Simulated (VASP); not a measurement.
Input of a VASP 6.6.1 run:

Contents of INCAR:

```
ALGO = Normal
EDIFF = 1E-6
ENCUT = 520
GGA = PE
ISIF = 2
ISMEAR = -1
ISPIN = 2
LASPH = True
LCHARG = True
LELF = True
LMAXMIX = 4
LORBIT = 11
LREAL = False
LVHAR = True
LWAVE = False
MAGMOM = 1
NBANDS = 15
NELM = 150
PREC = Accurate
SIGMA = 0.1
```

The input KPOINTS:

```
k-points
0
Gamma
  21 21 21
```

The input POSCAR:

```
Ni
1.0
    0.0000000000      1.7602627090      1.7602627090
    1.7602627090      0.0000000000      1.7602627090
    1.7602627090      1.7602627090      0.0000000000
Ni
1
Direct
    0.0000000000      0.0000000000      0.0000000000
```

Potentials or basis: VASP PAW PBE potentials, release 64 (Ni).

Run with:

```sh
$ cat potpaw_PBE.64/Ni/POTCAR > POTCAR
$ mpirun -np 1 vasp_std > vasp.out
```

Predict the net moment.

0.61 μB per cell.

What does it give for the site moments?

Ni +0.62 μB.
